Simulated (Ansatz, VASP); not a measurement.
K: VASP beside Ansatz

```
K
1.0
     4.31121    0.00000    0.00000
     0.00000    4.31121    0.00000
     0.00000    0.00000    4.31121
K
1
Direct
  0.00000 0.00000 0.00000
```

Alike in both runs: functional r2SCAN; k mesh 14 × 14 × 14; occupations gaussian, width 0.1 eV; no spin polarisation.

Ansatz relaxed the structure, and its values are those at the end. VASP's run is a single point on that final structure, the one shown.

```csv
,VASP,Ansatz
version,VASP 6.6.1,Ansatz 0.2.0
potentials or method,"VASP PAW PBE potentials, release 64 (K_sv), cutoff 520 eV","scalar-relativistic, plane waves, PAW"
valence electrons in the cell,9,9
```

|  | VASP | Ansatz | Ansatz less VASP |
| --- | --- | --- | --- |
| gap on the k mesh at the Fermi level (eV) | none | none | - |
| pressure (GPa) | 0.0 | 0.0 | +0.02 |

VASP's potentials were made for PBE, not for r2SCAN. A gap of «none» marks a metal or a gap that the smearing closes.
